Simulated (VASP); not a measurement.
# Sr2C (Fm-3m) in VASP: settings compared

The runs below take Sr2C through single point, with HSE06, PBE-based screened hybrid with 20 % exact exchange.

All numbers are computed with VASP 6.6.1; they aren't measurements. Logs are shortened: lines on timing, memory, paths and dates and some standing lists are left out, and cuts for length are marked.

## 1. The cell of the first run

The structure is cubic, space group Fm-3m (No. 225). Conventional cell: a = 6.720 Å, b = 6.720 Å, c = 6.720 Å, α = 90.00°, β = 90.00°, γ = 90.00°. C (site symmetry m-3m) has 8 Sr at 2.91 Å within 3.8 Å. Within 3.8 Å of Sr (site symmetry -43m) lie 4 C at 2.91 Å and 6 Sr at 3.36 Å.

## 2. Single point, HSE06

POSCAR reads:

```
Sr2C
1.0
    0.0000000000      3.3601424449      3.3601424449
    3.3601424449      0.0000000000      3.3601424449
    3.3601424449      3.3601424449      0.0000000000
C Sr
1 2
Direct
    0.0000000000      0.0000000000      0.0000000000
    0.2500000000      0.2500000000      0.2500000000
    0.7500000000      0.7500000000      0.7500000000
```

INCAR.step1 reads:

```
PREC = Accurate ; ENCUT = 520
EDIFF = 1E-5 ; ISMEAR = -1
SIGMA = 0.02 ; LREAL = False
LASPH = True ; NELM = 100
ALGO = Normal ; ISIF = 2
LWAVE = True ; GGA = PE
NBANDS = 19
```

INCAR.step2 reads:

```
PREC = Accurate ; ENCUT = 520
EDIFF = 1E-6 ; ISMEAR = -1
SIGMA = 0.02 ; LREAL = False
LASPH = True ; NELM = 100
ALGO = Normal ; ISIF = 2
LWAVE = False ; LCHARG = True
GGA = PE ; LHFCALC = True
HFSCREEN = 0.2079 ; PRECFOCK = Normal
LELF = True ; LVHAR = True
ISTART = 1 ; NBANDS = 19
```

KPOINTS reads:

```
regular mesh
0
Gamma
  4 4 4
```

Potentials or basis: VASP PAW PBE potentials, release 64 (C, Sr_sv).

Launch:

```bash
> cat potpaw_PBE.64/C/POTCAR potpaw_PBE.64/Sr_sv/POTCAR > POTCAR
> cp INCAR.step1 INCAR
> mpirun -np 1 vasp_std > vasp.out
> cp INCAR.step2 INCAR
> mpirun -np 1 vasp_std > vasp.out
```

OUTCAR:

```text
PREC = Accurate
   ENCUT = 520
   EDIFF = 1E-6
   ISMEAR = -1
   LREAL = False
   LASPH = True
   NELM = 100
   ISIF = 2
   GGA = PE
   LHFCALC = True
   HFSCREEN = 0.2079
   PRECFOCK = Normal
   ISTART = 1

 ion  position               nearest neighbor table
   1  0.000  0.000  0.000-   2 2.91   3 2.91   3 2.91   3 2.91   3 2.91   2 2.91   2 2.91   2 2.91

   2  0.250  0.250  0.250-   1 2.91   1 2.91   1 2.91   1 2.91   3 3.36   3 3.36   3 3.36   3 3.36
                             3 3.36   3 3.36
   3  0.750  0.750  0.750-   1 2.91   1 2.91   1 2.91   1 2.91   2 3.36   2 3.36   2 3.36   2 3.36
                             2 3.36   2 3.36

  LATTYP: Found a face centered cubic cell.
 ALAT       =     6.7202848898

  Lattice vectors:

 A1 = (   0.0000000000,   3.3601424449,   3.3601424449)
 A2 = (   3.3601424449,   0.0000000000,   3.3601424449)
 A3 = (   3.3601424449,   3.3601424449,   0.0000000000)

Analysis of symmetry for initial positions (statically):
=====================================================================
 Subroutine PRICEL returns:
 Original cell was already a primitive cell.

 Routine SETGRP: Setting up the symmetry group for a
 face centered cubic supercell.

 Subroutine GETGRP returns: Found 48 space group operations
 (whereof 48 operations were pure point group operations)
 out of a pool of 48 trial point group operations.

The static configuration has the point symmetry O_h .

Analysis of symmetry for dynamics (positions and initial velocities):
=====================================================================
 Subroutine PRICEL returns:
 Original cell was already a primitive cell.

 Routine SETGRP: Setting up the symmetry group for a
 face centered cubic supercell.

 Subroutine GETGRP returns: Found 48 space group operations
 (whereof 48 operations were pure point group operations)
 out of a pool of 48 trial point group operations.

The dynamic configuration has the point symmetry O_h .

 Subroutine INISYM returns: Found 48 space group operations
 (whereof 48 operations are pure point group operations),
 and found     1 'primitive' translations

----------------------------------------------------------------------------------------

                                     Primitive cell

  volume of cell :      75.8758

  direct lattice vectors                    reciprocal lattice vectors
     0.000000000  3.360142445  3.360142445    -0.148803215  0.148803215  0.148803215
     3.360142445  0.000000000  3.360142445     0.148803215 -0.148803215  0.148803215
     3.360142445  3.360142445  0.000000000     0.148803215  0.148803215 -0.148803215

  length of vectors
     4.751959017  4.751959017  4.751959017     0.257734729  0.257734729  0.257734729

  position of ions in fractional coordinates (direct lattice)
     0.000000000  0.000000000  0.000000000
     0.250000000  0.250000000  0.250000000
     0.750000000  0.750000000  0.750000000

  ion indices of the primitive-cell ions
   primitive index   ion index
                 1           1
                 2           2
                 3           3

----------------------------------------------------------------------------------------

 KPOINTS: regular mesh

Automatic generation of k-mesh.
 Grid dimensions read from file:
 generate k-points for:    4    4    4

 Generating k-lattice:

  Cartesian coordinates                     Fractional coordinates (reciprocal lattice)
    -0.037200804  0.037200804  0.037200804     0.250000000  0.000000000  0.000000000
     0.037200804 -0.037200804  0.037200804     0.000000000  0.250000000  0.000000000
     0.037200804  0.037200804 -0.037200804     0.000000000  0.000000000  0.250000000

  Length of vectors
     0.064433682  0.064433682  0.064433682

  Shift w.r.t. Gamma in fractional coordinates (k-lattice)
     0.000000000  0.000000000  0.000000000

 Subroutine IBZKPT returns following result:
 ===========================================

 Found      8 irreducible k-points:

 Following reciprocal coordinates:
            Coordinates               Weight
  0.000000  0.000000  0.000000      1.000000
  0.250000  0.000000  0.000000      8.000000
  0.500000  0.000000  0.000000      4.000000
  0.250000  0.250000  0.000000      6.000000
  0.500000  0.250000  0.000000     24.000000
 -0.250000  0.250000  0.000000     12.000000
  0.500000  0.500000  0.000000      3.000000
 -0.250000  0.500000  0.250000      6.000000
   k-points           NKPTS =      8   k-points in BZ     NKDIM =     64   number of bands    NBANDS=     19
   number of dos      NEDOS =    301   number of ions     NIONS =      3
   total plane-waves  NPLWV =  46656
   dimension x,y,z NGX =    36 NGY =   36 NGZ =   36
   dimension x,y,z NGXF=    72 NGYF=   72 NGZF=   72
   ions per type =               1   2
   NGX,Y,Z   is equivalent  to a cutoff of  12.59, 12.59, 12.59 a.u.
   NGXF,Y,Z  is equivalent  to a cutoff of  25.19, 25.19, 25.19 a.u.
 SYSTEM =  unknown system
   PREC   = accura    normal or accurate (medium, high low for compatibility)
   ISTART =      1    job   : 0-new  1-cont  2-samecut
   ICHARG =      0    charge: 1-file 2-atom 10-const
   ISPIN  =      1    spin polarized calculation?
   LNONCOLLINEAR =      F non collinear calculations
   LSORBIT =      F    spin-orbit coupling
   LASPH  =      T    aspherical Exc in radial PAW
   ENCUT  =  520.0 eV  38.22 Ry    6.18 a.u.   8.84  8.84  8.84*2*pi/ulx,y,z
   NELM   =    100;   NELMIN=  2; NELMDL=  0     # of ELM steps
   EDIFF  = 0.1E-05   stopping-criterion for ELM
   LREAL  =      F    real-space projection
   EDIFFG = 0.1E-04   stopping-criterion for IOM
   NSW    =      0    number of steps for IOM
   IBRION =     -1    ionic relax: 0-MD 1-quasi-New 2-CG
   NFREE  =      0    steps in history (QN), initial steepest desc. (CG)
   ISIF   =      2    stress and relaxation
   ISYM   =      3    0-nonsym 1-usesym 2-fastsym
   POTIM  = 0.5000    time-step for ionic-motion
   TEBEG  =    0.0;   TEEND  =   0.0 temperature during run
   PSTRESS=    0.0 pullay stress
   NELECT =      24.0000    total number of electrons
   NUPDOWN=      -1.0000    fix difference up-down
   EMIN   =  10.00;   EMAX   =-10.00  energy-range for DOS
   EFERMI =   0.00;   METHOD = LEGACY
   ISMEAR =    -1;   SIGMA  =   0.02  broadening in eV -4-tet -1-fermi 0-gaus
   EFERMI_NEDOS =   21; number of points for ismear=-14 and -15
   IALGO  =     38    algorithm
   IMIX   =      1    mixing-type and parameters
     AMIX     =   0.40;   BMIX     =  1.00
     AMIX_MAG =   1.60;   BMIX_MAG =  1.00
  volume/ion in A,a.u.               =      25.29       170.68
  Fermi-wavevector in a.u.,A,eV,Ry     =   1.115435  2.107866 16.928301  1.244195
  Thomas-Fermi vector in A             =   2.252040
   LORBIT       =      0    0 simple, 1 ext, 2 COOP (PROOUT), +10 PAW based schemes
   GGA     = PE    functional components
   LHFCALC =     T    Hartree Fock is set to
   PRECFOCK=normal    Normal, Fast or Accurate (Low or Medium for compatibility)
   ENCUT4O =  -1.0   cutoff for four orbital integrals eV
   NKREDX  =     1    reduce k-point grid by
   NKREDY  =     1    reduce k-point grid by
   NKREDZ  =     1    reduce k-point grid by
   AEXX    =    0.2500 exact exchange contribution
   HFSCREEN=    0.2079 screening length (either q_TF or 0.3 A-1)
   HFSCREENC=   0.2079 screening length for correlation (either q_TF or 0.3 A-1)
   ENCUTFOCK=  -1.0 apply spherical cutoff to Coloumb kernel
   IVDW    =     0    specifies the selected vdW correction
   LEPSILON=     F    determine dielectric tensor
   LRPA    =     F    only Hartree local field effects (RPA)
 non-spin polarized calculation
  energy-cutoff  :      520.00
  volume of cell :       75.88
 maximum number of plane-waves:      2085
  NGX = 28; NGY = 28; NGZ = 28

 number of electron      24.0000000 magnetization

 Free energy of the ion-electron system (eV)
  ---------------------------------------------------
  ext. energy  EPLUGINS =         0.00000000
  ---------------------------------------------------
  free energy    TOTEN  =       -11.76823634 eV

  energy without entropy =      -11.76823144  energy(sigma->0) =      -11.76823389

 E-fermi :   2.8778     XC(G=0):  -7.6029

 val. band max:        2.6821112469   @ k =   0.5000   0.5000   0.0000
 cond. band min:       3.0471968226   @ k =   0.0000   0.0000   0.0000
 fundamental gap:      0.3650855758
 Fermi energy:         2.8777911498

 k-point     1 :       0.0000    0.0000    0.0000
  band No.  band energies     occupation
      1     -35.3369      2.00000
      2     -35.0501      2.00000
      3     -16.3140      2.00000
      4     -16.3140      2.00000
      5     -16.3140      2.00000
      6     -15.6370      2.00000
[... 11 lines left out ...]
     18       8.8841      0.00000
     19      11.4686      0.00000

 k-point     2 :       0.2500    0.0000    0.0000
  band No.  band energies     occupation
      1     -35.2935      2.00000
      2     -35.0907      2.00000
      3     -16.2704      2.00000
      4     -16.2315      2.00000
      5     -16.2315      2.00000
      6     -15.8143      2.00000
[... 11 lines left out ...]
     18       8.5512      0.00000
     19      10.1976      0.00000

 k-point     3 :       0.5000    0.0000    0.0000
  band No.  band energies     occupation
      1     -35.1908      2.00000
      2     -35.1907      2.00000
      3     -16.1325      2.00000
      4     -16.0796      2.00000
      5     -16.0178      2.00000
      6     -16.0178      2.00000
[... 11 lines left out ...]
     18       8.1497      0.00000
     19       8.2362      0.00000

 k-point     4 :       0.2500    0.2500    0.0000
  band No.  band energies     occupation
      1     -35.2869      2.00000
      2     -35.0957      2.00000
      3     -16.4014      2.00000
      4     -16.4014      2.00000
      5     -16.2002      2.00000
      6     -15.8969      2.00000
[... 11 lines left out ...]
     18       8.0135      0.00000
     19       8.6217      0.00000

 k-point     5 :       0.5000    0.2500    0.0000
  band No.  band energies     occupation
      1     -35.2233      2.00000
      2     -35.1558      2.00000
      3     -16.5096      2.00000
      4     -16.3771      2.00000
      5     -16.3462      2.00000
      6     -15.7026      2.00000
[... 11 lines left out ...]
     18       8.7151      0.00000
     19       9.4549      0.00000

 k-point     6 :      -0.2500    0.2500    0.0000
  band No.  band energies     occupation
      1     -35.2382      2.00000
      2     -35.1426      2.00000
      3     -16.5033      2.00000
      4     -16.1538      2.00000
      5     -16.0774      2.00000
      6     -15.9900      2.00000
[... 11 lines left out ...]
     18       8.0933      0.00000
     19       8.6532      0.00000

 k-point     7 :       0.5000    0.5000    0.0000
  band No.  band energies     occupation
      1     -35.2361      2.00000
      2     -35.1407      2.00000
      3     -16.7053      2.00000
      4     -16.4860      2.00000
      5     -16.4860      2.00000
      6     -15.5360      2.00000
[... 11 lines left out ...]
     18       8.8172      0.00000
     19       8.9471      0.00000

 k-point     8 :      -0.2500    0.5000    0.2500
  band No.  band energies     occupation
      1     -35.1887      2.00000
      2     -35.1887      2.00000
      3     -16.6254      2.00000
      4     -16.5704      2.00000
      5     -16.0311      2.00000
      6     -16.0311      2.00000
[... 11 lines left out ...]
     18       7.8504      0.00000
     19       9.9796      0.00000

------------------------ aborting loop because EDIFF is reached ----------------------------------------

  FORCE on cell =-STRESS in cart. coord.  units (eV):
  Direction    XX          YY          ZZ          XY          YZ          ZX
  --------------------------------------------------------------------------------------
  -------------------------------------------------------------------------------------
  Total        0.2049138      0.2049138      0.2049138     -0.0000000     -0.0000000     -0.0000000
  in kB        4.3269183      4.3269183      4.3269183     -0.0000000     -0.0000000     -0.0000000
  external PRESSURE =       4.3269183 kB  Pullay stress =       0.0000000 kB

 VOLUME and BASIS-vectors are now :
 -----------------------------------------------------------------------------
  energy-cutoff  :      520.00
  volume of cell :       75.88
      direct lattice vectors                 reciprocal lattice vectors
     0.000000000  3.360142445  3.360142445    -0.148803215  0.148803215  0.148803215
     3.360142445  0.000000000  3.360142445     0.148803215 -0.148803215  0.148803215
     3.360142445  3.360142445  0.000000000     0.148803215  0.148803215 -0.148803215

 POSITION                                       TOTAL-FORCE (eV/Angst)
 -----------------------------------------------------------------------------------
      0.00000      0.00000      0.00000        -0.000000      0.000000     -0.000000
      1.68007      1.68007      1.68007        -0.000000     -0.000000     -0.000000
      5.04021      5.04021      5.04021         0.000000     -0.000000      0.000000
 -----------------------------------------------------------------------------------
    total drift:                               -0.000000     -0.000001     -0.000000

  FREE ENERGIE OF THE ION-ELECTRON SYSTEM (eV)
  ---------------------------------------------------
  free  energy   TOTEN  =       -11.7682363422 eV

  energy  without entropy=      -11.7682314360  energy(sigma->0) =      -11.76823389
```

Run time: 26 min. Hardware: 1 thread of Intel Xeon Platinum 8259CL at 2.50GHz (Skylake/Cascade Lake), shared host; peak memory 0.32 GiB.

What came out:

| Property | Result |
| --- | --- |
| Free energy | -11.7682 eV |
| Pressure | 0.4 GPa |
| Band gap on the k mesh | 0.37 eV (least direct gap 0.39 eV) |

Caveat: the PAW data sets were made with another functional, which shifts forces and pressure a little.

## 3. Single point, PBE-based screened hybrid with 20 % exact exchange

POSCAR is that of step 2.

INCAR.step1 reads:

```
SYSTEM = Sr2C
ALGO = Normal
EDIFF = 1E-5
ENCUT = 520
GGA = PE
ISIF = 2
ISMEAR = -1
LASPH = .True.
LCHARG = .False.
LREAL = .False.
LWAVE = .True.
NBANDS = 19
NELM = 80
PREC = Accurate
SIGMA = 0.02
```

INCAR.step2 reads:

```
SYSTEM = Sr2C
AEXX = 0.2
ALGO = Normal
EDIFF = 1E-7
ENCUT = 520
GGA = PE
HFSCREEN = 0.1
ISIF = 2
ISMEAR = -1
ISTART = 1
LASPH = .True.
LCHARG = .False.
LHFCALC = .True.
LREAL = .False.
LWAVE = .False.
NBANDS = 19
NELM = 80
PREC = Accurate
PRECFOCK = Normal
SIGMA = 0.02
```

KPOINTS reads:

```
k-points
0
Gamma
  4 4 4
  0 0 0
```

Potentials or basis: VASP PAW PBE potentials, release 64 (C, Sr_sv).

Launch:

```bash
> cat potpaw_PBE.64/C/POTCAR potpaw_PBE.64/Sr_sv/POTCAR > POTCAR
> cp INCAR.step1 INCAR
> mpirun -np 1 vasp_std > vasp.out
> cp INCAR.step2 INCAR
> mpirun -np 1 vasp_std > vasp.out
```

Wall time 33 min (1 thread of Intel Xeon Platinum 8259CL at 2.50GHz (Skylake/Cascade Lake), shared host); peak memory 0.33 GiB.

It converged, with:

```yaml
Free_energy: -11.7596 eV
Pressure: 0.5 GPa
Band_gap_on_the_k_mesh: 0.46 eV (least direct gap 0.51 eV)
```

Levels at points of the mesh, in eV from the valence-band top:
```
           k point  band 8  band 9  band 10  band 11  band 12  band 13  band 14  band 15  band 16  band 17
(0.00, 0.00, 0.00)  -18.11   -9.17    -1.50    -1.50    -1.50     0.46     2.20     2.20     6.27     6.27
(0.50, 0.00, 0.00)  -18.47   -8.59    -1.82    -0.63    -0.63     2.84     3.57     3.57     4.39     5.52
(0.50, 0.50, 0.00)  -17.92   -8.51    -2.17     0.00     0.00     0.51     2.96     3.26     5.65     5.65
```

Caveat: the PAW data sets were made with another functional, which shifts forces and pressure a little. A k mesh can miss the band edges.
